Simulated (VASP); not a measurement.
Write the native input for VASP 6.6.1 that does the following.

| Item | Value |
| --- | --- |
| Task | single point |
| Functional | LDA |
| Potentials or basis | VASP PAW LDA potentials, release 64 (Ba_sv) |
| Cutoff | 520 eV |
| k mesh | 9 × 9 × 9 |
| Occupations | methfessel-paxton, width 0.1 eV |
| Spin | no spin polarisation |
| Dipole correction | no |
| Further INCAR settings | ALGO = Normal; EDIFF = 1e-06; NBANDS = 11 |

The structure of Ba lies in POSCAR:

```
Ba
1.0
   -2.3789385306      2.3789385306      2.3789385306
    2.3789385306     -2.3789385306      2.3789385306
    2.3789385306      2.3789385306     -2.3789385306
Ba
1
Direct
    0.0000000000      0.0000000000      0.0000000000
```

These files were run (other wordings do the same):

INCAR

```
PREC     = Accurate       # precision mode
ENCUT    = 520            # plane-wave cutoff, eV
EDIFF    = 1E-6           # SCF threshold, eV
ISMEAR   = 1              # smearing method
SIGMA    = 0.1            # smearing width, eV
LREAL    = F              # projectors in reciprocal space
LASPH    = T              # aspherical terms in the spheres
NELM     = 100            # most SCF steps
ALGO     = Normal         # electronic algorithm
ISIF     = 2              # what is computed and relaxed
LWAVE    = F              # write WAVECAR
LCHARG   = F              # write CHGCAR
NBANDS   = 11             # bands
```

KPOINTS

```
regular mesh
0
Gamma
  9 9 9
```

Potentials or basis: VASP PAW LDA potentials, release 64 (Ba_sv).

Command:

```bash
$ cat potpaw_LDA.64/Ba_sv/POTCAR > POTCAR
$ mpirun -np 1 vasp_std > vasp.out
```

Results of the run:

| Property | Result |
| --- | --- |
| Pressure | 0.0 GPa |
| Band gap on the k mesh | zero (band 5 reaches 2.57 eV, above the bottom of band 6 at 1.31 eV) |

Caveat: spin-orbit coupling is left out, which moves the levels of the heavy elements.

Run time: 28 s on 1 thread of AMD EPYC 7R13, with other jobs on the host, peak memory 0.13 GiB.
